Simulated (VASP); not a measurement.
# Rb3HBr4 (Pm-3m) in VASP: a series of runs

The runs below take Rb3HBr4 through single point, relaxation of cell and atoms, with PBE.

Program: VASP 6.6.1. These are calculated values, not measurements. Logs are shortened: lines on timing, memory, paths and dates and some standing lists are left out, and cuts for length are marked.

### Step 1. The cell of the first run

The structure is cubic, space group Pm-3m (No. 221). The conventional cell has a = 6.820 Å, b = 6.820 Å, c = 6.820 Å, α = 90.00°, β = 90.00°, γ = 90.00°. Rb (site symmetry 4/mmm) has 6 Br at 3.41 Å within 4.5 Å. Within 4.5 Å of H (site symmetry m-3m) lie 6 Br at 3.41 Å. Br (site symmetry 4/mmm) has 4 Rb at 3.41 Å and 2 H at 3.41 Å within 4.5 Å. Within 4.5 Å of Br (site symmetry m-3m) lie 6 Rb at 3.41 Å.

### Step 2. Single point, PBE

File INCAR:

```
SYSTEM = Rb3HBr4
ALGO = Normal ; EDIFF = 1E-6
ENCUT = 520 ; GGA = PE
ISIF = 2 ; ISMEAR = 0
LASPH = .TRUE. ; LCHARG = .TRUE.
LELF = .TRUE. ; LREAL = .FALSE.
LVHAR = .TRUE. ; LWAVE = .FALSE.
NBANDS = 38 ; NELM = 100
PREC = Accurate ; SIGMA = 0.1
```

File KPOINTS:

```
k-points
0
G
  6 6 6
  0 0 0
```

File POSCAR:

```
Rb3HBr4
1.0
    6.8200863962      0.0000000000      0.0000000000
    0.0000000000      6.8200863962      0.0000000000
    0.0000000000      0.0000000000      6.8200863962
Rb H Br
3 1 4
Direct
    0.0000000000      0.5000000000      0.5000000000
    0.5000000000      0.0000000000      0.5000000000
    0.5000000000      0.5000000000      0.0000000000
    0.0000000000      0.0000000000      0.0000000000
    0.5000000000      0.0000000000      0.0000000000
    0.5000000000      0.5000000000      0.5000000000
    0.0000000000      0.0000000000      0.5000000000
    0.0000000000      0.5000000000      0.0000000000
```

Potentials or basis: VASP PAW PBE potentials, release 64 (Rb_sv, H, Br).

The run is started by

```console
cat potpaw_PBE.64/Rb_sv/POTCAR potpaw_PBE.64/H/POTCAR potpaw_PBE.64/Br/POTCAR > POTCAR
mpirun -np 1 vasp_std > vasp.out
```

OUTCAR:

```text
SYSTEM = Rb3HBr4
   EDIFF = 1E-6
   ENCUT = 520
   GGA = PE
   ISIF = 2
   ISMEAR = 0
   LASPH = .TRUE.
   LREAL = .FALSE.
   NELM = 100
   PREC = Accurate

 ion  position               nearest neighbor table
   1  0.000  0.500  0.500-   6 3.41   7 3.41   8 3.41   8 3.41   7 3.41   6 3.41   3 4.82   2 4.82
                             2 4.82   2 4.82   3 4.82   3 4.82   3 4.82   2 4.82
   2  0.500  0.000  0.500-   5 3.41   6 3.41   7 3.41   5 3.41   6 3.41   7 3.41   3 4.82   1 4.82
                             3 4.82   1 4.82   3 4.82   1 4.82   3 4.82   1 4.82
   3  0.500  0.500  0.000-   5 3.41   6 3.41   8 3.41   6 3.41   5 3.41   8 3.41   2 4.82   2 4.82
                             2 4.82   1 4.82   2 4.82   1 4.82   1 4.82   1 4.82
   4  0.000  0.000  0.000-
   5  0.500  0.000  0.000-   2 3.41   3 3.41   2 3.41   3 3.41
   6  0.500  0.500  0.500-   1 3.41   2 3.41   3 3.41   3 3.41   2 3.41   1 3.41
   7  0.000  0.000  0.500-   1 3.41   2 3.41   1 3.41   2 3.41
   8  0.000  0.500  0.000-   1 3.41   3 3.41   1 3.41   3 3.41

  LATTYP: Found a simple cubic cell.
 ALAT       =     6.8200863962

  Lattice vectors:

 A1 = (   6.8200863962,   0.0000000000,   0.0000000000)
 A2 = (   0.0000000000,   6.8200863962,   0.0000000000)
 A3 = (   0.0000000000,   0.0000000000,   6.8200863962)

Analysis of symmetry for initial positions (statically):
=====================================================================
 Subroutine PRICEL returns:
 Original cell was already a primitive cell.

 Routine SETGRP: Setting up the symmetry group for a
 simple cubic supercell.

 Subroutine GETGRP returns: Found 48 space group operations
 (whereof 48 operations were pure point group operations)
 out of a pool of 48 trial point group operations.

The static configuration has the point symmetry O_h .

Analysis of symmetry for dynamics (positions and initial velocities):
=====================================================================
 Subroutine PRICEL returns:
 Original cell was already a primitive cell.

 Routine SETGRP: Setting up the symmetry group for a
 simple cubic supercell.

 Subroutine GETGRP returns: Found 48 space group operations
 (whereof 48 operations were pure point group operations)
 out of a pool of 48 trial point group operations.

The dynamic configuration has the point symmetry O_h .

 Subroutine INISYM returns: Found 48 space group operations
 (whereof 48 operations are pure point group operations),
 and found     1 'primitive' translations

----------------------------------------------------------------------------------------

                                     Primitive cell

  volume of cell :     317.2266

  direct lattice vectors                    reciprocal lattice vectors
     6.820086396  0.000000000  0.000000000     0.146625709  0.000000000  0.000000000
     0.000000000  6.820086396  0.000000000     0.000000000  0.146625709  0.000000000
     0.000000000  0.000000000  6.820086396     0.000000000  0.000000000  0.146625709

  length of vectors
     6.820086396  6.820086396  6.820086396     0.146625709  0.146625709  0.146625709

  position of ions in fractional coordinates (direct lattice)
     0.000000000  0.500000000  0.500000000
     0.500000000  0.000000000  0.500000000
     0.500000000  0.500000000  0.000000000
     0.000000000  0.000000000  0.000000000
     0.500000000  0.000000000  0.000000000
     0.500000000  0.500000000  0.500000000
     0.000000000  0.000000000  0.500000000
     0.000000000  0.500000000  0.000000000

  ion indices of the primitive-cell ions
   primitive index   ion index
                 1           1
                 2           2
                 3           3
                 4           4
                 5           5
                 6           6
                 7           7
                 8           8

----------------------------------------------------------------------------------------

 KPOINTS: k-points

Automatic generation of k-mesh.
 Grid dimensions read from file:
 generate k-points for:    6    6    6

 Generating k-lattice:

  Cartesian coordinates                     Fractional coordinates (reciprocal lattice)
     0.024437618  0.000000000  0.000000000     0.166666667  0.000000000  0.000000000
     0.000000000  0.024437618  0.000000000     0.000000000  0.166666667  0.000000000
     0.000000000  0.000000000  0.024437618     0.000000000  0.000000000  0.166666667

  Length of vectors
     0.024437618  0.024437618  0.024437618

  Shift w.r.t. Gamma in fractional coordinates (k-lattice)
     0.000000000  0.000000000  0.000000000

 Subroutine IBZKPT returns following result:
 ===========================================

 Found     20 irreducible k-points:

 Following reciprocal coordinates:
            Coordinates               Weight
  0.000000  0.000000  0.000000      1.000000
  0.166667  0.000000  0.000000      6.000000
  0.333333  0.000000  0.000000      6.000000
  0.500000  0.000000  0.000000      3.000000
  0.166667  0.166667  0.000000     12.000000
  0.333333  0.166667  0.000000     24.000000
[... 12 lines left out ...]
  0.500000  0.500000  0.333333      6.000000
  0.500000  0.500000  0.500000      1.000000
   k-points           NKPTS =     20   k-points in BZ     NKDIM =     20   number of bands    NBANDS=     38
   number of dos      NEDOS =    301   number of ions     NIONS =      8
   total plane-waves  NPLWV = 157464
   dimension x,y,z NGX =    54 NGY =   54 NGZ =   54
   dimension x,y,z NGXF=   108 NGYF=  108 NGZF=  108
   ions per type =               3   1   4
   NGX,Y,Z   is equivalent  to a cutoff of  13.16, 13.16, 13.16 a.u.
   NGXF,Y,Z  is equivalent  to a cutoff of  26.33, 26.33, 26.33 a.u.
 SYSTEM =  Rb3HBr4
   PREC   = accura    normal or accurate (medium, high low for compatibility)
   ISTART =      0    job   : 0-new  1-cont  2-samecut
   ICHARG =      2    charge: 1-file 2-atom 10-const
   ISPIN  =      1    spin polarized calculation?
   LNONCOLLINEAR =      F non collinear calculations
   LSORBIT =      F    spin-orbit coupling
   LASPH  =      T    aspherical Exc in radial PAW
   ENCUT  =  520.0 eV  38.22 Ry    6.18 a.u.  12.68 12.68 12.68*2*pi/ulx,y,z
   NELM   =    100;   NELMIN=  2; NELMDL= -5     # of ELM steps
   EDIFF  = 0.1E-05   stopping-criterion for ELM
   LREAL  =      F    real-space projection
   EDIFFG = 0.1E-04   stopping-criterion for IOM
   NSW    =      0    number of steps for IOM
   IBRION =     -1    ionic relax: 0-MD 1-quasi-New 2-CG
   NFREE  =      0    steps in history (QN), initial steepest desc. (CG)
   ISIF   =      2    stress and relaxation
   ISYM   =      2    0-nonsym 1-usesym 2-fastsym
   POTIM  = 0.5000    time-step for ionic-motion
   TEBEG  =    0.0;   TEEND  =   0.0 temperature during run
   PSTRESS=    0.0 pullay stress
   NELECT =      56.0000    total number of electrons
   NUPDOWN=      -1.0000    fix difference up-down
   EMIN   =  10.00;   EMAX   =-10.00  energy-range for DOS
   EFERMI =   0.00;   METHOD = LEGACY
   ISMEAR =     0;   SIGMA  =   0.10  broadening in eV -4-tet -1-fermi 0-gaus
   EFERMI_NEDOS =   21; number of points for ismear=-14 and -15
   IALGO  =     38    algorithm
   IMIX   =      4    mixing-type and parameters
     AMIX     =   0.40;   BMIX     =  1.00
     AMIX_MAG =   1.60;   BMIX_MAG =  1.00
  volume/ion in A,a.u.               =      39.65       267.59
  Fermi-wavevector in a.u.,A,eV,Ry     =   0.918363  1.735454 11.475021  0.843390
  Thomas-Fermi vector in A             =   2.043436
   LORBIT       =      0    0 simple, 1 ext, 2 COOP (PROOUT), +10 PAW based schemes
   GGA     = PE    functional components
   LHFCALC =     F    Hartree Fock is set to
   AEXX    =    0.0000 exact exchange contribution
   IVDW    =     0    specifies the selected vdW correction
   LEPSILON=     F    determine dielectric tensor
   LRPA    =     F    only Hartree local field effects (RPA)
 non-spin polarized calculation
 Gauss-broadening in eV      SIGMA  =   0.10
  energy-cutoff  :      520.00
  volume of cell :      317.23
 maximum number of plane-waves:      8578
 NGX is ok and might be reduce to    54
   NGX = 25   NGY = 25   NGZ = 25

 number of electron      55.9999996 magnetization

 Free energy of the ion-electron system (eV)
  ---------------------------------------------------
  ext. energy  EPLUGINS =         0.00000000
  ---------------------------------------------------
  free energy    TOTEN  =       -20.00300262 eV

  energy without entropy =      -19.99494530  energy(sigma->0) =      -19.99897396

 E-fermi :  -2.2782     XC(G=0):  -6.9080

 val. band max:       -2.3564592250   @ k =   0.0000   0.0000   0.0000
 cond. band min:      -2.2676275678   @ k =   0.1667   0.0000   0.0000
 fundamental gap:      0.0888316572
 Fermi energy:        -2.2781621127

 k-point     1 :       0.0000    0.0000    0.0000
  band No.  band energies     occupation
      1     -26.6444      2.00000
      2     -26.6346      2.00000
      3     -26.6346      2.00000
      4     -14.6922      2.00000
      5     -14.6418      2.00000
      6     -14.6418      2.00000
[... 30 lines left out ...]
     37       5.6746      0.00000
     38       5.6746      0.00000

 k-point     2 :       0.1667    0.0000    0.0000
  band No.  band energies     occupation
      1     -26.6438      2.00000
      2     -26.6351      2.00000
      3     -26.6345      2.00000
      4     -14.6938      2.00000
      5     -14.6484      2.00000
      6     -14.6465      2.00000
[... 30 lines left out ...]
     37       5.7857      0.00000
     38       5.7857      0.00000
[... 695 lines left out ...]
     37       5.8051      0.00000
     38       6.9510      0.00000

 k-point    20 :       0.5000    0.5000    0.5000
  band No.  band energies     occupation
      1     -26.6374      2.00000
      2     -26.6374      2.00000
      3     -26.6374      2.00000
      4     -14.7099      2.00000
      5     -14.7099      2.00000
      6     -14.7099      2.00000
[... 30 lines left out ...]
     37       5.9328      0.00000
     38       7.2550      0.00000

------------------------ aborting loop because EDIFF is reached ----------------------------------------

  FORCE on cell =-STRESS in cart. coord.  units (eV):
  Direction    XX          YY          ZZ          XY          YZ          ZX
  --------------------------------------------------------------------------------------
  -------------------------------------------------------------------------------------
  Total        0.0910275      0.0910275      0.0910275     -0.0000000      0.0000000     -0.0000000
  in kB        0.4597414      0.4597414      0.4597414     -0.0000000      0.0000000     -0.0000000
  external PRESSURE =       0.4597414 kB  Pullay stress =       0.0000000 kB

 VOLUME and BASIS-vectors are now :
 -----------------------------------------------------------------------------
  energy-cutoff  :      520.00
  volume of cell :      317.23
      direct lattice vectors                 reciprocal lattice vectors
     6.820086396  0.000000000  0.000000000     0.146625709  0.000000000  0.000000000
     0.000000000  6.820086396  0.000000000     0.000000000  0.146625709  0.000000000
     0.000000000  0.000000000  6.820086396     0.000000000  0.000000000  0.146625709

 POSITION                                       TOTAL-FORCE (eV/Angst)
 -----------------------------------------------------------------------------------
      0.00000      3.41004      3.41004         0.000000      0.000000      0.000000
      3.41004      0.00000      3.41004         0.000000      0.000000      0.000000
      3.41004      3.41004      0.00000         0.000000      0.000000      0.000000
      0.00000      0.00000      0.00000         0.000000      0.000000      0.000000
      3.41004      0.00000      0.00000         0.000000      0.000000      0.000000
      3.41004      3.41004      3.41004         0.000000      0.000000      0.000000
      0.00000      0.00000      3.41004         0.000000      0.000000      0.000000
      0.00000      3.41004      0.00000         0.000000      0.000000      0.000000
 -----------------------------------------------------------------------------------
    total drift:                                0.000000     -0.000000      0.000000

  FREE ENERGIE OF THE ION-ELECTRON SYSTEM (eV)
  ---------------------------------------------------
  free  energy   TOTEN  =       -20.0030026217 eV

  energy  without entropy=      -19.9949453021  energy(sigma->0) =      -19.99897396
```

Run time: 3 min. Hardware: 1 thread of AMD EPYC 9R45 (Zen 5), shared host; peak memory 0.49 GiB.

What came out:

- Free energy: -20.0030 eV
- Pressure: 0.0 GPa
- Band gap on the k mesh: zero (filled and empty bands touch)

(Continued in part 2 of 2.)
